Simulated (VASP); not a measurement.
# C (I4_1/amd) in VASP: notebook

Runs on C. Level: r2SCAN. Tasks: single point.

Everything below comes from runs of VASP 6.6.1. Logs are shortened: lines on timing, memory, paths and dates and some standing lists are left out, and cuts for length are marked.

### Step 1. The cell of the first run

The structure is tetragonal, space group I4_1/amd (No. 141). Conventional cell: a = 2.446 Å, b = 2.446 Å, c = 3.674 Å, α = 90.00°, β = 90.00°, γ = 90.00°. C (site symmetry -4m2) has 4 C at 1.53 Å within 2.0 Å.

### Step 2. Single point, r2SCAN (strain -0.030 along x and y, +0.030 along z)

The input, POSCAR:

```
C
1.0
    0.0000000000      1.7298980000      1.8369020000
    1.7298980000      0.0000000000      1.8369020000
    1.7298980000      1.7298980000      0.0000000000
C
2
Direct
    0.5000000000      0.5000000000      0.5000000000
    0.7500000000      0.7500000000      0.7500000000
```

The input, INCAR.step1:

```
PREC = Accurate
ENCUT = 520
ISMEAR = 0
SIGMA = 0.05
LREAL = F
LASPH = T
NELM = 60
NBANDS = 11
GGA = PE
ALGO = Normal
EDIFF = 1E-4
LWAVE = T
LCHARG = F
```

The input, INCAR.step2:

```
PREC = Accurate
ENCUT = 520
EDIFF = 1E-6
ISMEAR = 0
SIGMA = 0.05
LREAL = F
LASPH = T
NELM = 60
ALGO = Normal
ISIF = 2
LWAVE = F
LCHARG = T
METAGGA = R2SCAN
LMIXTAU = T
LELF = T
LVHAR = T
NBANDS = 11
ISTART = 1
```

The input, KPOINTS:

```
Automatic mesh
0
Gamma
  12 12 12
```

Potentials or basis: VASP PAW PBE potentials, release 64 (C).

Command:

```sh
cat potpaw_PBE.64/C/POTCAR > POTCAR
cp INCAR.step1 INCAR
mpirun -np 1 vasp_std > vasp.out
cp INCAR.step2 INCAR
mpirun -np 1 vasp_std > vasp.out
```

OUTCAR:

```text
PREC = Accurate
   ENCUT = 520
   EDIFF = 1E-6
   ISMEAR = 0
   LREAL = F
   LASPH = T
   NELM = 60
   ISIF = 2
   METAGGA = R2SCAN
   ISTART = 1

 ion  position               nearest neighbor table
   1  0.500  0.500  0.500-   2 1.53   2 1.53   2 1.53   2 1.53
   2  0.750  0.750  0.750-   1 1.53   1 1.53   1 1.53   1 1.53

  LATTYP: Found a body centered tetragonal cell.
 ALAT       =     2.4464452131
 C/A-ratio  =     1.5016906899

  Lattice vectors:

 A1 = (  -1.7298980000,   0.0000000000,   1.8369020000)
 A2 = (   1.7298980000,   0.0000000000,   1.8369020000)
 A3 = (   0.0000000000,   1.7298980000,  -1.8369020000)

Analysis of symmetry for initial positions (statically):
=====================================================================
 Subroutine PRICEL returns:
 Original cell was already a primitive cell.

 Routine SETGRP: Setting up the symmetry group for a
 body centered tetragonal supercell.

 Subroutine GETGRP returns: Found 16 space group operations
 (whereof  8 operations were pure point group operations)
 out of a pool of 16 trial point group operations.

The static configuration has the point symmetry D_2d.
 The point group associated with its full space group is D_4h.

Analysis of symmetry for dynamics (positions and initial velocities):
=====================================================================
 Subroutine PRICEL returns:
 Original cell was already a primitive cell.

 Routine SETGRP: Setting up the symmetry group for a
 body centered tetragonal supercell.

 Subroutine GETGRP returns: Found 16 space group operations
 (whereof  8 operations were pure point group operations)
 out of a pool of 16 trial point group operations.

The dynamic configuration has the point symmetry D_2d.
 The point group associated with its full space group is D_4h.

 Subroutine INISYM returns: Found 16 space group operations
 (whereof  8 operations are pure point group operations),
 and found     1 'primitive' translations

----------------------------------------------------------------------------------------

                                     Primitive cell

  volume of cell :      10.9940

  direct lattice vectors                    reciprocal lattice vectors
     0.000000000  1.729898000  1.836902000    -0.289034382  0.289034382  0.272197428
     1.729898000  0.000000000  1.836902000     0.289034382 -0.289034382  0.272197428
     1.729898000  1.729898000  0.000000000     0.289034382  0.289034382 -0.272197428

  length of vectors
     2.523243161  2.523243161  2.446445213     0.491093869  0.491093869  0.491093869

  position of ions in fractional coordinates (direct lattice)
     0.500000000  0.500000000  0.500000000
     0.750000000  0.750000000  0.750000000

  ion indices of the primitive-cell ions
   primitive index   ion index
                 1           1
                 2           2

----------------------------------------------------------------------------------------

 KPOINTS: Automatic mesh

Automatic generation of k-mesh.
 Grid dimensions read from file:
 generate k-points for:   12   12   12

 Generating k-lattice:

  Cartesian coordinates                     Fractional coordinates (reciprocal lattice)
    -0.024086199  0.024086199  0.022683119     0.083333333  0.000000000  0.000000000
     0.024086199 -0.024086199  0.022683119     0.000000000  0.083333333  0.000000000
     0.024086199  0.024086199 -0.022683119     0.000000000  0.000000000  0.083333333

  Length of vectors
     0.040924489  0.040924489  0.040924489

  Shift w.r.t. Gamma in fractional coordinates (k-lattice)
     0.000000000  0.000000000  0.000000000

 Subroutine IBZKPT returns following result:
 ===========================================

 Found    163 irreducible k-points:

 Following reciprocal coordinates:
            Coordinates               Weight
  0.000000  0.000000  0.000000      1.000000
  0.083333  0.000000  0.000000      8.000000
  0.166667  0.000000  0.000000      8.000000
  0.250000 -0.000000  0.000000      8.000000
  0.333333 -0.000000  0.000000      8.000000
  0.416667  0.000000  0.000000      8.000000
[... 16 lines left out ...]
  0.500000  0.166667  0.000000      8.000000
 -0.416667  0.166667  0.000000      8.000000
 [... further k-points ...]
   k-points           NKPTS =    163   k-points in BZ     NKDIM =    163   number of bands    NBANDS=     11
   number of dos      NEDOS =    301   number of ions     NIONS =      2
   total plane-waves  NPLWV =   7200
   dimension x,y,z NGX =    20 NGY =   20 NGZ =   18
   dimension x,y,z NGXF=    40 NGYF=   40 NGZF=   36
   ions per type =               2
   NGX,Y,Z   is equivalent  to a cutoff of  13.18, 13.18, 12.23 a.u.
   NGXF,Y,Z  is equivalent  to a cutoff of  26.35, 26.35, 24.46 a.u.
 SYSTEM =  unknown system
   PREC   = accura    normal or accurate (medium, high low for compatibility)
   ISTART =      1    job   : 0-new  1-cont  2-samecut
   ICHARG =      0    charge: 1-file 2-atom 10-const
   ISPIN  =      1    spin polarized calculation?
   LNONCOLLINEAR =      F non collinear calculations
   LSORBIT =      F    spin-orbit coupling
   LASPH  =      T    aspherical Exc in radial PAW
   ENCUT  =  520.0 eV  38.22 Ry    6.18 a.u.   4.69  4.69  4.55*2*pi/ulx,y,z
   NELM   =     60;   NELMIN=  2; NELMDL=  0     # of ELM steps
   EDIFF  = 0.1E-05   stopping-criterion for ELM
   LREAL  =      F    real-space projection
   EDIFFG = 0.1E-04   stopping-criterion for IOM
   NSW    =      0    number of steps for IOM
   IBRION =     -1    ionic relax: 0-MD 1-quasi-New 2-CG
   NFREE  =      0    steps in history (QN), initial steepest desc. (CG)
   ISIF   =      2    stress and relaxation
   ISYM   =      2    0-nonsym 1-usesym 2-fastsym
   POTIM  = 0.5000    time-step for ionic-motion
   TEBEG  =    0.0;   TEEND  =   0.0 temperature during run
   PSTRESS=    0.0 pullay stress
   NELECT =       8.0000    total number of electrons
   NUPDOWN=      -1.0000    fix difference up-down
   EMIN   =  10.00;   EMAX   =-10.00  energy-range for DOS
   EFERMI =   0.00;   METHOD = LEGACY
   ISMEAR =     0;   SIGMA  =   0.05  broadening in eV -4-tet -1-fermi 0-gaus
   EFERMI_NEDOS =   21; number of points for ismear=-14 and -15
   IALGO  =     38    algorithm
   IMIX   =      4    mixing-type and parameters
     AMIX     =   0.40;   BMIX     =  1.00
     AMIX_MAG =   1.60;   BMIX_MAG =  1.00
  volume/ion in A,a.u.               =       5.50        37.10
  Fermi-wavevector in a.u.,A,eV,Ry     =   1.472490  2.782604 29.500537  2.168228
  Thomas-Fermi vector in A             =   2.587499
   LORBIT       =      0    0 simple, 1 ext, 2 COOP (PROOUT), +10 PAW based schemes
   METAGGA = R2SCAN    functional components
   LHFCALC =     F    Hartree Fock is set to
   AEXX    =    0.0000 exact exchange contribution
   IVDW    =     0    specifies the selected vdW correction
   LEPSILON=     F    determine dielectric tensor
   LRPA    =     F    only Hartree local field effects (RPA)
 non-spin polarized calculation
 Gauss-broadening in eV      SIGMA  =   0.05
  energy-cutoff  :      520.00
  volume of cell :       10.99
 maximum number of plane-waves:       310
   NGX =  9   NGY =  9   NGZ =  9

 number of electron       8.0000001 magnetization

 Free energy of the ion-electron system (eV)
  ---------------------------------------------------
  ext. energy  EPLUGINS =         0.00000000
  ---------------------------------------------------
  free energy    TOTEN  =       -19.55639935 eV

  energy without entropy =      -19.55639935  energy(sigma->0) =      -19.55639935

 E-fermi :  10.7872     XC(G=0): -14.4343

 val. band max:       10.5242107069   @ k =   0.0000   0.0000   0.0000
 cond. band min:      14.1311059544   @ k =   0.3333   0.0000   0.3333
 fundamental gap:      3.6068952475
 Fermi energy:        10.7872018434

 k-point     1 :       0.0000    0.0000    0.0000
  band No.  band energies     occupation
      1     -12.9537      2.00000
      2       9.4890      2.00000
      3      10.5242      2.00000
      4      10.5242      2.00000
      5      15.8669      0.00000
      6      15.8669      0.00000
      7      16.6814      0.00000
      8      24.6734      0.00000
      9      31.0542      0.00000
     10      35.8813      0.00000
     11      37.2936      0.00000

 k-point     2 :       0.0833    0.0000    0.0000
  band No.  band energies     occupation
      1     -12.7481      2.00000
      2       8.6316      2.00000
      3       9.6691      2.00000
      4      10.1837      2.00000
      5      16.3505      0.00000
      6      16.4032      0.00000
      7      17.3781      0.00000
      8      24.8569      0.00000
      9      31.3996      0.00000
     10      34.1533      0.00000
     11      37.0791      0.00000

 k-point     3 :       0.1667    0.0000    0.0000
  band No.  band energies     occupation
      1     -12.1337      2.00000
      2       6.0609      2.00000
      3       8.6811      2.00000
      4       9.4652      2.00000
      5      17.2416      0.00000
      6      17.4158      0.00000
      7      18.6564      0.00000
      8      25.3840      0.00000
      9      31.9975      0.00000
     10      33.0808      0.00000
     11      35.0843      0.00000

 k-point     4 :       0.2500   -0.0000    0.0000
  band No.  band energies     occupation
      1     -11.1197      2.00000
      2       3.0297      2.00000
      3       7.7997      2.00000
      4       8.7459      2.00000
      5      17.8276      0.00000
      6      18.4655      0.00000
      7      19.6655      0.00000
      8      26.1165      0.00000
      9      32.1206      0.00000
     10      33.5763      0.00000
     11      34.3068      0.00000

 k-point     5 :       0.3333   -0.0000    0.0000
  band No.  band energies     occupation
      1      -9.7298      2.00000
      2       0.0491      2.00000
      3       7.1052      2.00000
      4       8.1877      2.00000
      5      18.0500      0.00000
      6      19.1343      0.00000
      7      20.2593      0.00000
      8      26.7753      0.00000
      9      32.5011      0.00000
     10      34.8866      0.00000
     11      34.9180      0.00000
[... 211 lines left out ...]
 k-point    21 :       0.3333    0.1667    0.0000
  band No.  band energies     occupation
      1     -10.1483      2.00000
      2       2.4623      2.00000
      3       5.8632      2.00000
      4       6.5152      2.00000
      5      17.4040      0.00000
      6      21.4833      0.00000
      7      21.8756      0.00000
      8      23.3395      0.00000
      9      31.6481      0.00000
     10      33.2372      0.00000
     11      39.1754      0.00000

 k-point    22 :       0.4167    0.1667    0.0000
  band No.  band energies     occupation
      1      -8.6923      2.00000
      2      -0.2051      2.00000
      3       4.8337      2.00000
      4       6.3345      2.00000
      5      18.0223      0.00000
      6      21.7705      0.00000
      7      22.1237      0.00000
      8      24.6176      0.00000
      9      32.5754      0.00000
     10      33.6136      0.00000
     11      39.3506      0.00000

 k-point    23 :       0.5000    0.1667    0.0000
  band No.  band energies     occupation
      1      -7.0078      2.00000
      2      -2.6176      2.00000
      3       4.0424      2.00000
      4       6.4741      2.00000
      5      18.4580      0.00000
      6      21.8345      0.00000
      7      21.8495      0.00000
      8      26.3780      0.00000
      9      31.7676      0.00000
     10      35.4043      0.00000
     11      38.4836      0.00000

 k-point    24 :      -0.4167    0.1667    0.0000
  band No.  band energies     occupation
      1      -6.2934      2.00000
      2      -3.4672      2.00000
      3       3.5656      2.00000
      4       6.9115      2.00000
      5      18.9926      0.00000
      6      21.2572      0.00000
      7      21.7285      0.00000
      8      27.0851      0.00000
      9      31.5831      0.00000
     10      35.9121      0.00000
     11      36.5552      0.00000

 [... further k-points ...]

------------------------ aborting loop because EDIFF is reached ----------------------------------------

  FORCE on cell =-STRESS in cart. coord.  units (eV):
  Direction    XX          YY          ZZ          XY          YZ          ZX
  --------------------------------------------------------------------------------------
  -------------------------------------------------------------------------------------
  Total        2.4169745      2.4169745     -2.0373558      0.0000000     -0.0000000     -0.0000000
  in kB      352.2294644    352.2294644   -296.9070395      0.0000000     -0.0000000     -0.0000000
  external PRESSURE =     135.8506298 kB  Pullay stress =       0.0000000 kB

 VOLUME and BASIS-vectors are now :
 -----------------------------------------------------------------------------
  energy-cutoff  :      520.00
  volume of cell :       10.99
      direct lattice vectors                 reciprocal lattice vectors
     0.000000000  1.729898000  1.836902000    -0.289034382  0.289034382  0.272197428
     1.729898000  0.000000000  1.836902000     0.289034382 -0.289034382  0.272197428
     1.729898000  1.729898000  0.000000000     0.289034382  0.289034382 -0.272197428

 POSITION                                       TOTAL-FORCE (eV/Angst)
 -----------------------------------------------------------------------------------
      1.72990      1.72990      1.83690         0.000000      0.000000      0.000000
      2.59485      2.59485      2.75535         0.000000      0.000000     -0.000000
 -----------------------------------------------------------------------------------
    total drift:                                0.000000     -0.000000      0.000000

  FREE ENERGIE OF THE ION-ELECTRON SYSTEM (eV)
  ---------------------------------------------------
  free  energy   TOTEN  =       -19.5563993532 eV

  energy  without entropy=      -19.5563993532  energy(sigma->0) =      -19.55639935
```

Wall time 3.3 min (1 thread of AMD EPYC 7R13, shared host); peak memory 0.1 GiB.

What came out:

```yaml
Free_energy: -19.5564 eV
Pressure: 13.6 GPa
Band_gap_on_the_k_mesh: 3.61 eV, indirect (least direct gap 5.34 eV)
```

Caveat: the cell differs from its parent crystal (strain -0.030 along x and y, +0.030 along z); the PAW data sets were made with another functional, which shifts forces and pressure a little.

### Step 3. Single point, r2SCAN (strain +0.000 along x and y, -0.030 along z)

The input, POSCAR:

```
C
1.0
    0.0000000000      1.7834000000      1.7298980000
    1.7834000000      0.0000000000      1.7298980000
    1.7834000000      1.7834000000      0.0000000000
C
2
Direct
    0.5000000000      0.5000000000      0.5000000000
    0.7500000000      0.7500000000      0.7500000000
```

Changes to INCAR.step1 since step 2:

```diff
@@ -6,3 +6,3 @@
 LASPH = T
-NELM = 60
+NELM = 100
 NBANDS = 11
```

The input, INCAR.step2:

```
PREC = Accurate
ENCUT = 520
EDIFF = 1E-6
ISMEAR = 0
SIGMA = 0.05
LREAL = F
LASPH = T
NELM = 100
ALGO = Normal
ISIF = 2
LWAVE = F
LCHARG = F
METAGGA = R2SCAN
LMIXTAU = T
NBANDS = 11
ISTART = 1
```

The input, KPOINTS:

```
regular mesh
0
Gamma
  12 12 12
```

Potentials or basis: VASP PAW PBE potentials, release 64 (C).

Command:

```sh
cat potpaw_PBE.64/C/POTCAR > POTCAR
cp INCAR.step1 INCAR
mpirun -np 1 vasp_std > vasp.out
cp INCAR.step2 INCAR
mpirun -np 1 vasp_std > vasp.out
```

It took 2.8 min on 1 thread of AMD EPYC 7R13, shared host; peak memory 0.09 GiB.

It converged, with:

- Free energy: -19.6234 eV
- Pressure: 13.0 GPa
- Band gap on the k mesh: 3.60 eV, indirect (least direct gap 5.34 eV)

Stress tensor (GPa, compression positive):
```
 3.03  0.00  0.00
 0.00  3.03  0.00
 0.00  0.00 33.03
```

Levels at points of the mesh, in eV from the valence-band top:
```csv
k point,band 1,band 2,band 3,band 4,band 5,band 6,band 7,band 8
"(0.00, 0.00, 0.00)",-23.44,-0.47,-0.47,0.00,5.34,5.75,5.75,14.22
"(0.50, 0.00, 0.00)",-17.31,-14.71,-3.66,-3.09,8.40,8.54,9.67,16.69
"(0.50, 0.50, 0.00)",-13.79,-13.79,-7.48,-7.48,4.25,4.25,18.15,18.15
"(0.50, 0.00, 0.50)",-14.29,-14.29,-7.00,-7.00,5.01,5.01,17.93,17.93
```

Caveat: the cell differs from its parent crystal (strain +0.000 along x and y, -0.030 along z); the PAW data sets were made with another functional, which shifts forces and pressure a little. A k mesh can miss the band edges.

(Continued in part 2 of 2.)
